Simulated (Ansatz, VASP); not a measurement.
**Two plane-wave programs on H4CS**

```
C H S
1.0
     9.23575    0.00000    0.00000
     0.00000    9.23575    0.00000
     0.00000    0.00000    9.23575
C H S
6 24 6
Direct
  0.17633 0.92804 0.40033
  0.03572 0.91322 0.42942
  0.91454 0.27119 0.18926
  0.82109 0.32386 0.09112
  0.32277 0.28682 0.44316
  0.31977 0.39079 0.34280
  0.21461 0.98935 0.30688
  0.25898 0.87935 0.46951
  0.95274 0.96199 0.36072
  0.99783 0.85194 0.52314
  0.90602 0.29667 0.30481
  0.00469 0.20145 0.15752
  0.73243 0.39559 0.12290
  0.83079 0.29996 0.97536
  0.22546 0.25366 0.50143
  0.42276 0.22996 0.47092
  0.21940 0.44678 0.31471
  0.41737 0.42332 0.28432
  0.71129 0.05498 0.69483
  0.63530 0.86902 0.62374
  0.00669 0.41112 0.68252
  0.81836 0.44718 0.59407
  0.27861 0.52108 0.59165
  0.30842 0.57831 0.79290
  0.52664 0.65664 0.43609
  0.64227 0.79450 0.32264
  0.28976 0.04735 0.74014
  0.27357 0.17058 0.91114
  0.67629 0.09773 0.16355
  0.60151 0.95350 0.02753
  0.59552 0.96976 0.72437
  0.89647 0.32823 0.63089
  0.22375 0.62305 0.68231
  0.66985 0.68255 0.41634
  0.17910 0.10179 0.81966
  0.56047 0.00600 0.15870
```

Alike in both runs: functional PBE; dispersion D3(BJ); k mesh 1 × 1 × 1; occupations fermi-dirac, width 0.02 eV; no spin polarisation.

Ansatz relaxed the structure, and its values are those at the end. VASP's run is a single point on that final structure, the one shown.

```csv
,VASP,Ansatz
version,VASP 6.6.1,Ansatz 0.2.0
potentials or method,"VASP PAW PBE potentials, release 64 (C, H, S), cutoff 520 eV","scalar-relativistic, plane waves, PAW"
valence electrons in the cell,84,84
```

Ansatz gave:

```
rms of the force components (eV/Å) : 0.085
```

**Question.** Which values does VASP return?

**Answer.** rms of the force components (eV/Å): 0.103.
